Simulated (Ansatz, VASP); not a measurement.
**One calculation of LiNbO3, two programs**

The input INCAR:

```
SYSTEM = LiNbO3
ALGO = Normal
EDIFF = 1E-7
ENCUT = 520
GGA = PE
ISIF = 2
ISMEAR = 0
LASPH = .True.
LCHARG = .False.
LREAL = .False.
LWAVE = .False.
NBANDS = 45
NELM = 100
PREC = Accurate
SIGMA = 0.05
```

The input KPOINTS:

```
k-points
0
Gamma
  6 6 6
  0 0 0
```

Contents of POSCAR:

```
LiNbO3
1.0
    2.6368260104      1.5223722069      4.5973940434
   -2.6368260104      1.5223722069      4.5973940434
    0.0000000000     -3.0447444138      4.5973940434
Li Nb O
2 2 6
Direct
    0.2815913687      0.2815913687      0.2815913687
    0.7815913687      0.7815913687      0.7815913687
    0.0004900497      0.0004900497      0.0004900497
    0.5004900497      0.5004900497      0.5004900497
    0.1104619503      0.3580262714      0.7211003599
    0.7211003599      0.1104619503      0.3580262714
    0.3580262714      0.7211003599      0.1104619503
    0.2211003599      0.8580262714      0.6104619503
    0.8580262714      0.6104619503      0.2211003599
    0.6104619503      0.2211003599      0.8580262714
```

Input for Ansatz:

```yaml
crystal:
  lattice:
    - [2.6368260104, 1.5223722069, 4.5973940434]
    - [-2.6368260104, 1.5223722069, 4.5973940434]
    - [0.0, -3.0447444138, 4.5973940434]
  atoms:
    - { symbol: Li, position: [0.2815913687, 0.2815913687, 0.2815913687] }
    - { symbol: Li, position: [0.7815913687, 0.7815913687, 0.7815913687] }
    - { symbol: Nb, position: [0.0004900497, 0.0004900497, 0.0004900497] }
    - { symbol: Nb, position: [0.5004900497, 0.5004900497, 0.5004900497] }
    - { symbol: O, position: [0.1104619503, 0.3580262714, 0.7211003599] }
    - { symbol: O, position: [0.7211003599, 0.1104619503, 0.3580262714] }
    - { symbol: O, position: [0.3580262714, 0.7211003599, 0.1104619503] }
    - { symbol: O, position: [0.2211003599, 0.8580262714, 0.6104619503] }
    - { symbol: O, position: [0.8580262714, 0.6104619503, 0.2211003599] }
    - { symbol: O, position: [0.6104619503, 0.2211003599, 0.8580262714] }
basis:
  ecutwfc: 520.0
kpoints:
  mp_grid: { grid: [6, 6, 6] }
hamiltonian:
  xc: pbe
  pseudopotentials: { kind: paw, azcp: { folder: soft_1 } }
scf:
  occupations: { method: gaussian, width: 0.05 }
output:
  forces: true
  stress: true
  eigenvalues: true
```

Alike in both runs: task single point; functional PBE; k mesh 6 × 6 × 6; occupations gaussian, width 0.05 eV; no spin polarisation.

|  | VASP | Ansatz |
| --- | --- | --- |
| version | VASP 6.6.1 | Ansatz 0.2.0 |
| potentials or method | VASP PAW PBE potentials, release 64 (Li_sv, Nb_sv, O), cutoff 520 eV | scalar-relativistic, plane waves, PAW |
| valence electrons in the cell | 68 | 68 |

```csv
,VASP,Ansatz,Ansatz less VASP
gap on the k mesh at the Fermi level (eV),3.45,3.46,+0.015
least direct gap on the mesh (eV),3.50,3.51,+0.013
rms of the force components (eV/Å),0.144,0.146,+0.0016
```

Atom by atom the forces differ by 0.010 eV/Å (rms over components).

Noted on VASP's run: the cutoff is short for stress, so the pressure is rough.
